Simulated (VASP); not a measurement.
# Rb: single point with PBE

Rb:

```
Rb
1.0
    -1.70816    1.70816    1.70816
     1.70816   -1.70816    1.70816
     1.70816    1.70816   -1.70816
Rb
1
Direct
  0.00000 0.00000 0.00000
```

```json
{
  "Program": "VASP 6.6.1",
  "Task": "single point",
  "Functional": "PBE",
  "Potentials or basis": "VASP PAW PBE potentials, release 64 (Rb_sv)",
  "Cutoff": "520 eV",
  "k mesh": "16 × 16 × 16",
  "Occupations": "gaussian, width 0.1 eV",
  "Spin": "no spin polarisation",
  "Dipole correction": "no",
  "Further INCAR settings": "ALGO = Normal; EDIFF = 1e-06; NBANDS = 10"
}
```

- Pressure: 41.1 GPa

Levels at points of the mesh, in eV from the Fermi level:
| k point | band 1 | band 2 | band 3 | band 4 | band 5 | band 6 | band 7 | band 8 |
| --- | --- | --- | --- | --- | --- | --- | --- | --- |
| (0.00, 0.00, 0.00) | -31.23 | -12.03 | -12.03 | -12.03 | -1.57 | 4.42 | 4.42 | 4.42 |
| (0.50, 0.00, 0.00) | -29.88 | -17.12 | -13.48 | -12.24 | -1.45 | 1.07 | 7.82 | 8.74 |
| (0.50, 0.50, 0.50) | -29.05 | -15.22 | -15.22 | -15.22 | -2.62 | -2.62 | 12.96 | 12.96 |

It took 13 s on 1 thread of AMD EPYC 9R45 96-Core Processor (Zen 5) (shared host), peak memory 0.12 GiB.
